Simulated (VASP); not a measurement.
**InP: single point with PBE**

InP:

```xyz
2
Lattice="0.0000 2.9538 2.9193 2.9538 0.0000 2.9193 2.9538 2.9538 0.0000" Properties=species:S:1:pos:R:3 pbc="T T T"
In    0.0000    0.0000    0.0000
P     1.4769    1.4769    1.4596
```

This cell differs from its parent crystal: uniaxial z strain -1.2%.

```yaml
Program: VASP 6.6.1
Task: single point
Functional: PBE
Potentials_or_basis: VASP PAW PBE potentials, release 64 (In_d, P)
Cutoff: 520 eV
k_mesh: 8 × 8 × 8
Occupations: fermi-dirac, width 0.02 eV
Spin: no spin polarisation
Dipole_correction: no
Further_INCAR_settings: ALGO = Normal; EDIFF = 1e-06; NBANDS = 16
```

| Item | Value |
| --- | --- |
| Pressure | 2.4 GPa |
| Band gap on the k mesh | 0.61 eV, direct |

Stress tensor (GPa, compression positive):
```
2.25 0.00 0.00
0.00 2.25 0.00
0.00 0.00 2.71
```

Levels at points of the mesh, in eV from the valence-band top:
```
           k point  band 5  band 6  band 7  band 8  band 9  band 10  band 11  band 12  band 13  band 14
(0.00, 0.00, 0.00)  -14.05  -11.47   -0.05   -0.05    0.00     0.61     4.05     4.06     4.06     8.49
(0.50, 0.00, 0.00)  -14.04   -9.79   -5.70   -1.03   -0.95     1.43     4.74     4.82     7.04     9.39
(0.50, 0.50, 0.00)  -14.02   -9.12   -5.68   -2.36   -2.36     1.71     2.16     9.18     9.47     9.47
(0.50, 0.00, 0.50)  -14.02   -9.16   -5.76   -2.30   -2.29     1.77     2.27     9.06     9.44     9.51
```

Run time: 29 s on 1 thread of Intel(R) Xeon(R) Platinum 8488C (Sapphire Rapids), with other jobs on the host, peak memory 0.2 GiB.

Caveat: the cell differs from its parent crystal (uniaxial z strain -1.2%); spin-orbit coupling is left out, which moves the levels of the heavy elements.
